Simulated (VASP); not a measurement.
# MoS2 (P-6m2) in VASP: further runs, part 2 of 2

VASP 6.6.1. The steps go on from the part before.

### 4 Single point, PBE+D3(BJ) (18.26 Å³/atom)

This run uses another cell than the first one, of 18.26 Å³/atom.

File INCAR:

```
SYSTEM = MoS2
PREC = Accurate
ENCUT = 500
EDIFF = 1E-6
ISMEAR = 0
SIGMA = 0.05
LREAL = .False.
LASPH = .True.
NELM = 120
ALGO = Normal
ISIF = 2
LWAVE = .False.
LCHARG = .False.
GGA = PE
IVDW = 12
NBANDS = 20
GGA_COMPAT = .False.
```

File KPOINTS:

```
regular mesh
0
Gamma
  12 12 6
  0 0 0
```

File POSCAR:

```
MoS2
1.0
    3.1909927091      0.0000000000      0.0000000000
   -1.5954963546      2.7634807494      0.0000000000
    0.0000000000      0.0000000000      6.2138201025
Mo S
1 2
Direct
    0.0000000000      0.0000000000      0.0000000000
    0.3333333333      0.6666666667      0.2357940733
    0.3333333333      0.6666666667      0.7642059267
```

Potentials or basis: VASP PAW PBE potentials, release 64 (Mo_sv, S).

Started as:

```sh
$ cat potpaw_PBE.64/Mo_sv/POTCAR potpaw_PBE.64/S/POTCAR > POTCAR
$ mpirun -np 1 vasp_std > vasp.out
```

OUTCAR:

```text
SYSTEM = MoS2
   PREC = Accurate
   ENCUT = 500
   EDIFF = 1E-6
   ISMEAR = 0
   LREAL = .False.
   LASPH = .True.
   NELM = 120
   ISIF = 2
   GGA = PE
   IVDW = 12
 IVDW          = 12

 ion  position               nearest neighbor table
   1  0.000  0.000  0.000-   2 2.35   3 2.35   2 2.35   3 2.35   2 2.35   3 2.35
   2  0.333  0.667  0.236-   1 2.35   1 2.35   1 2.35
   3  0.333  0.667  0.764-   1 2.35   1 2.35   1 2.35

  LATTYP: Found a hexagonal cell.
 ALAT       =     3.1909927091
 C/A-ratio  =     1.9473000000

  Lattice vectors:

 A1 = (   3.1909927091,   0.0000000000,   0.0000000000)
 A2 = (  -1.5954963546,   2.7634807494,   0.0000000000)
 A3 = (   0.0000000000,   0.0000000000,   6.2138201025)

Analysis of symmetry for initial positions (statically):
=====================================================================
 Subroutine PRICEL returns:
 Original cell was already a primitive cell.

 Routine SETGRP: Setting up the symmetry group for a
 hexagonal supercell.

 Subroutine GETGRP returns: Found 12 space group operations
 (whereof 12 operations were pure point group operations)
 out of a pool of 24 trial point group operations.

The static configuration has the point symmetry D_3h.

Analysis of symmetry for dynamics (positions and initial velocities):
=====================================================================
 Subroutine PRICEL returns:
 Original cell was already a primitive cell.

 Routine SETGRP: Setting up the symmetry group for a
 hexagonal supercell.

 Subroutine GETGRP returns: Found 12 space group operations
 (whereof 12 operations were pure point group operations)
 out of a pool of 24 trial point group operations.

The dynamic configuration has the point symmetry D_3h.

 Subroutine INISYM returns: Found 12 space group operations
 (whereof 12 operations are pure point group operations),
 and found     1 'primitive' translations

----------------------------------------------------------------------------------------

                                     Primitive cell

  volume of cell :      54.7950

  direct lattice vectors                    reciprocal lattice vectors
     3.190992709  0.000000000  0.000000000     0.313382101  0.180931240  0.000000000
    -1.595496355  2.763480749  0.000000000     0.000000000  0.361862481  0.000000000
     0.000000000  0.000000000  6.213820102     0.000000000  0.000000000  0.160931598

  length of vectors
     3.190992709  3.190992709  6.213820102     0.361862481  0.361862481  0.160931598

  position of ions in fractional coordinates (direct lattice)
     0.000000000  0.000000000  0.000000000
     0.333333333  0.666666667  0.235794073
     0.333333333  0.666666667  0.764205927

  ion indices of the primitive-cell ions
   primitive index   ion index
                 1           1
                 2           2
                 3           3

----------------------------------------------------------------------------------------

 KPOINTS: regular mesh

Automatic generation of k-mesh.
 Grid dimensions read from file:
 generate k-points for:   12   12    6

 Generating k-lattice:

  Cartesian coordinates                     Fractional coordinates (reciprocal lattice)
     0.026115175  0.015077603  0.000000000     0.083333333  0.000000000  0.000000000
     0.000000000  0.030155207  0.000000000     0.000000000  0.083333333  0.000000000
     0.000000000  0.000000000  0.026821933     0.000000000  0.000000000  0.166666667

  Length of vectors
     0.030155207  0.030155207  0.026821933

  Shift w.r.t. Gamma in fractional coordinates (k-lattice)
     0.000000000  0.000000000  0.000000000

 Subroutine IBZKPT returns following result:
 ===========================================

 Found     76 irreducible k-points:

 Following reciprocal coordinates:
            Coordinates               Weight
  0.000000  0.000000  0.000000      1.000000
  0.083333 -0.000000  0.000000      6.000000
  0.166667  0.000000  0.000000      6.000000
  0.250000  0.000000  0.000000      6.000000
  0.333333 -0.000000  0.000000      6.000000
  0.416667 -0.000000  0.000000      6.000000
[... 16 lines left out ...]
  0.250000  0.000000  0.166667     12.000000
  0.333333 -0.000000  0.166667     12.000000
 [... further k-points ...]
   k-points           NKPTS =     76   k-points in BZ     NKDIM =     76   number of bands    NBANDS=     20
   number of dos      NEDOS =    301   number of ions     NIONS =      3
   total plane-waves  NPLWV =  27648
   dimension x,y,z NGX =    24 NGY =   24 NGZ =   48
   dimension x,y,z NGXF=    48 NGYF=   48 NGZF=   96
   ions per type =               1   2
   NGX,Y,Z   is equivalent  to a cutoff of  12.50, 12.50, 12.84 a.u.
   NGXF,Y,Z  is equivalent  to a cutoff of  25.01, 25.01, 25.68 a.u.
 SYSTEM =  MoS2
   PREC   = accura    normal or accurate (medium, high low for compatibility)
   ISTART =      0    job   : 0-new  1-cont  2-samecut
   ICHARG =      2    charge: 1-file 2-atom 10-const
   ISPIN  =      1    spin polarized calculation?
   LNONCOLLINEAR =      F non collinear calculations
   LSORBIT =      F    spin-orbit coupling
   LASPH  =      T    aspherical Exc in radial PAW
   ENCUT  =  500.0 eV  36.75 Ry    6.06 a.u.   5.82  5.82 11.33*2*pi/ulx,y,z
   NELM   =    120;   NELMIN=  2; NELMDL= -5     # of ELM steps
   EDIFF  = 0.1E-05   stopping-criterion for ELM
   LREAL  =      F    real-space projection
   EDIFFG = 0.1E-04   stopping-criterion for IOM
   NSW    =      0    number of steps for IOM
   IBRION =     -1    ionic relax: 0-MD 1-quasi-New 2-CG
   NFREE  =      0    steps in history (QN), initial steepest desc. (CG)
   ISIF   =      2    stress and relaxation
   ISYM   =      2    0-nonsym 1-usesym 2-fastsym
   POTIM  = 0.5000    time-step for ionic-motion
   TEBEG  =    0.0;   TEEND  =   0.0 temperature during run
   PSTRESS=    0.0 pullay stress
   NELECT =      26.0000    total number of electrons
   NUPDOWN=      -1.0000    fix difference up-down
   EMIN   =  10.00;   EMAX   =-10.00  energy-range for DOS
   EFERMI =   0.00;   METHOD = LEGACY
   ISMEAR =     0;   SIGMA  =   0.05  broadening in eV -4-tet -1-fermi 0-gaus
   EFERMI_NEDOS =   21; number of points for ismear=-14 and -15
   IALGO  =     38    algorithm
   IMIX   =      4    mixing-type and parameters
     AMIX     =   0.40;   BMIX     =  1.00
     AMIX_MAG =   1.60;   BMIX_MAG =  1.00
  volume/ion in A,a.u.               =      18.26       123.26
  Fermi-wavevector in a.u.,A,eV,Ry     =   1.276887  2.412966 22.183472  1.630439
  Thomas-Fermi vector in A             =   2.409517
   LORBIT       =      0    0 simple, 1 ext, 2 COOP (PROOUT), +10 PAW based schemes
   GGA     = PE    functional components
   LHFCALC =     F    Hartree Fock is set to
   AEXX    =    0.0000 exact exchange contribution
   IVDW    =    12    specifies the selected vdW correction
   LEPSILON=     F    determine dielectric tensor
   LRPA    =     F    only Hartree local field effects (RPA)
 non-spin polarized calculation
 Gauss-broadening in eV      SIGMA  =   0.05
  energy-cutoff  :      500.00
  volume of cell :       54.79
 maximum number of plane-waves:      1406
 NGX is ok and might be reduce to    24
   NGX = 11   NGY = 11   NGZ = 23

 number of electron      25.9999998 magnetization

 Free energy of the ion-electron system (eV)
  ---------------------------------------------------
  ext. energy  EPLUGINS =         0.00000000
  ---------------------------------------------------
  free energy    TOTEN  =       -21.56452776 eV

  energy without entropy =      -21.56452631  energy(sigma->0) =      -21.56452703

 E-fermi :   7.7593     XC(G=0): -10.5191

 val. band max:        7.6603227076   @ k =   0.0000   0.0000   0.5000
 cond. band min:       7.8824621752   @ k =   0.3333   0.3333   0.0000
 fundamental gap:      0.2221394676
 Fermi energy:         7.7592551490

 k-point     1 :       0.0000    0.0000    0.0000
  band No.  band energies     occupation
      1     -54.2617      2.00000
      2     -28.4282      2.00000
      3     -28.2538      2.00000
      4     -28.2538      2.00000
      5      -7.9235      2.00000
      6      -6.0057      2.00000
[... 12 lines left out ...]
     19      15.2836      0.00000
[... 513 lines left out ...]
      4     -28.3206      2.00000
      5      -6.5812      2.00000
      6      -5.7123      2.00000
[... 12 lines left out ...]
     19      14.9002      0.00000
     20      15.5485      0.00000

 [... further k-points ...]

------------------------ aborting loop because EDIFF is reached ----------------------------------------

 Edisp (eV)   -1.23936

 E8    (eV) :    -0.4994

  FORCE on cell =-STRESS in cart. coord.  units (eV):
  Direction    XX          YY          ZZ          XY          YZ          ZX
  --------------------------------------------------------------------------------------
  -------------------------------------------------------------------------------------
  Total       0.75984     0.75984     5.91659    -0.00000     0.00000     0.00000
  in kB      22.21735    22.21735   172.99812    -0.00000     0.00000     0.00000
  external pressure =       72.48 kB  Pullay stress =        0.00 kB

 VOLUME and BASIS-vectors are now :
 -----------------------------------------------------------------------------
  energy-cutoff  :      500.00
  volume of cell :       54.79
      direct lattice vectors                 reciprocal lattice vectors
     3.190992709  0.000000000  0.000000000     0.313382101  0.180931240  0.000000000
    -1.595496355  2.763480749  0.000000000     0.000000000  0.361862481  0.000000000
     0.000000000  0.000000000  6.213820102     0.000000000  0.000000000  0.160931598

 POSITION                                       TOTAL-FORCE (eV/Angst)
 -----------------------------------------------------------------------------------
      0.00000      0.00000      0.00000        -0.000000      0.000000      0.000000
     -0.00000      1.84232      1.46518        -0.000000      0.000000      1.683690
     -0.00000      1.84232      4.74864         0.000000     -0.000000     -1.683690
 -----------------------------------------------------------------------------------
    total drift:                                0.000000     -0.000000     -0.000000

  FREE ENERGIE OF THE ION-ELECTRON SYSTEM (eV)
  ---------------------------------------------------
  free  energy   TOTEN  =       -22.8038868861 eV

  energy  without entropy=      -22.8038854422  energy(sigma->0) =      -22.80388616
```

OSZICAR:

```text
N       E                     dE             d eps       ncg     rms          rms(c)
DAV:   1     0.181897448814E+03    0.18190E+03   -0.13155E+04  3056   0.119E+03
DAV:   2    -0.156378375305E+02   -0.19754E+03   -0.19200E+03  3736   0.313E+02
DAV:   3    -0.229179967942E+02   -0.72802E+01   -0.72148E+01  3716   0.564E+01
DAV:   4    -0.230083616840E+02   -0.90365E-01   -0.90324E-01  3832   0.663E+00
DAV:   5    -0.230096896786E+02   -0.13280E-02   -0.13279E-02  3796   0.784E-01    0.272E+01
DAV:   6    -0.218509771539E+02    0.11587E+01   -0.95883E+00  3228   0.193E+01    0.974E+00
DAV:   7    -0.216473437501E+02    0.20363E+00   -0.29622E+00  3116   0.104E+01    0.656E+00
DAV:   8    -0.215640272408E+02    0.83317E-01   -0.43969E-01  3480   0.421E+00    0.173E+00
DAV:   9    -0.215651317109E+02   -0.11045E-02   -0.17054E-02  3588   0.832E-01    0.619E-01
DAV:  10    -0.215644386247E+02    0.69309E-03   -0.64118E-03  3464   0.519E-01    0.924E-02
DAV:  11    -0.215645283081E+02   -0.89683E-04   -0.83475E-04  3552   0.201E-01    0.868E-02
DAV:  12    -0.215645019106E+02    0.26398E-04   -0.11901E-04  3532   0.717E-02    0.224E-02
DAV:  13    -0.215645276134E+02   -0.25703E-04   -0.31133E-05  3296   0.318E-02    0.575E-03
DAV:  14    -0.215645277567E+02   -0.14327E-06   -0.96307E-07  3072   0.507E-03
   1 F= -.22803887E+02 E0= -.22803886E+02  d E =-.144389E-05
```

Wall time 45 s (1 thread of Intel Xeon Platinum 8488C (Sapphire Rapids), shared host); peak memory 0.22 GiB.

Results:

- Free energy: -22.8039 eV
- Pressure: 7.2 GPa
- Largest force: 1.684 eV/Å
- Band gap on the k mesh: 0.22 eV (least direct gap 1.44 eV)
- Dispersion energy per atom: -0.413 eV

Forces in eV/Å, atoms in the order of the input:
```
Mo   0.000  0.000  0.000
S    0.000  0.000  1.684
S    0.000  0.000 -1.684
```

Caveat: the cell stands under pressure; forces of over 1 eV/Å act on the atoms, so gaps and moduli don't describe the material at rest. A k mesh can miss the band edges.

### 5 Overview

| cell | gap on the mesh (eV) | pressure (GPa) | largest force (eV/Å) |
| --- | --- | --- | --- |
| a = 3.118, b = 3.118, c = 6.236 Å, angles 90.0, 90.0, 120.0°, 3 atoms | 0.61 | 14.7 | 2.20 |
| a = 3.063, b = 3.063, c = 6.463 Å, angles 90.0, 90.0, 120.0°, 3 atoms | 1.21 | 13.9 | 1.50 |
| a = 3.191, b = 3.191, c = 6.214 Å, angles 90.0, 90.0, 120.0°, 3 atoms | 0.22 | 7.2 | 1.68 |

Alike in all rows: task single point; level PBE+D3(BJ); potentials or basis VASP PAW PBE potentials, release 64 (Mo_sv, S); no spin polarisation; k mesh 12 × 12 × 6; cutoff (eV) 500; smearing gaussian 0.05 eV.

Caveats: the cell stands under pressure; forces of over 1 eV/Å act on the atoms, so gaps and moduli don't describe the material at rest.

Total energies depend on the potentials used, so only differences within one code and one set of settings carry meaning.
